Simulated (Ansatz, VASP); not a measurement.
## Ga: VASP beside Ansatz

Contents of INCAR:

```
SYSTEM = Ga
PREC     = Accurate       ! precision mode
ENCUT    = 520            ! plane-wave cutoff, eV
EDIFF    = 1E-8           ! SCF threshold, eV
ISMEAR   = -1             ! smearing method
SIGMA    = 0.03           ! smearing width, eV
LREAL    = .False.        ! projectors in reciprocal space
LASPH    = .True.         ! aspherical terms in the spheres
NELM     = 60             ! most SCF steps
ALGO     = Normal         ! electronic algorithm
ISIF     = 2              ! what is computed and relaxed
LWAVE    = .False.        ! write WAVECAR
LCHARG   = .False.        ! write CHGCAR
GGA      = PE             ! functional
LEFG     = .True.       
NBANDS   = 20             ! bands
```

KPOINTS

```
regular mesh
0
Gamma
  14 14 11
  0 0 0
```

POSCAR

```
Ga
1.0
    1.3968300000     -4.0667650000      0.0000000000
    1.3968300000      4.0667650000      0.0000000000
   -0.1186245000      0.0000000000      3.3299300000
Ga
2
Direct
    0.8690000000      0.1310000000      0.2500000000
    0.1310000000      0.8690000000      0.7500000000
```

Input for Ansatz:

```yaml
crystal:
  lattice:
    - [1.39683, -4.066765, 0.0]
    - [1.39683, 4.066765, 0.0]
    - [-0.1186245, 0.0, 3.32993]
  atoms:
    - { symbol: Ga, position: [0.869, 0.131, 0.25] }
    - { symbol: Ga, position: [0.131, 0.869, 0.75] }
kpoints:
  mp_grid: { grid: [14, 14, 11] }
scf:
  occupations: { method: fermi_dirac, width: 0.03 }
hamiltonian:
  xc: pbe
  pseudopotentials: { kind: paw }
output:
  forces: true
  stress: true
  eigenvalues: true
  efg: { contact_densities: true }
```

Change from the starting cell: equal xx and yy strain of +1 %, PAW files.

Alike in both runs: task electric field gradients; functional PBE; k mesh 14 × 14 × 11; occupations fermi-dirac, width 0.03 eV; no spin polarisation.

|  | VASP | Ansatz |
| --- | --- | --- |
| version | VASP 6.6.1 | Ansatz 0.2.0 |
| potentials or method | VASP PAW PBE potentials, release 64 (Ga_d) | PAW with Ansatz's default frozen-core files, scalar-relativistic |
| plane-wave cutoff (eV) | 520 | 420 |
| valence electrons in the cell | 26 | 26 |

|  | VASP | Ansatz | Ansatz less VASP |
| --- | --- | --- | --- |
| pressure (GPa) | 0.7 | 0.6 | -0.11 |
| traceless stress, the component that is largest in VASP (GPa) | 0.12 | 0.11 | -0.011 |
| rms of the force components (eV/Å) | 0.108 | 0.107 | -0.0011 |
| size of Vzz on the site where it differs most (V/Å²) | 23.9 | 25.5 | +1.64 |

Atom by atom the forces differ by 0.001 eV/Å (rms over components).
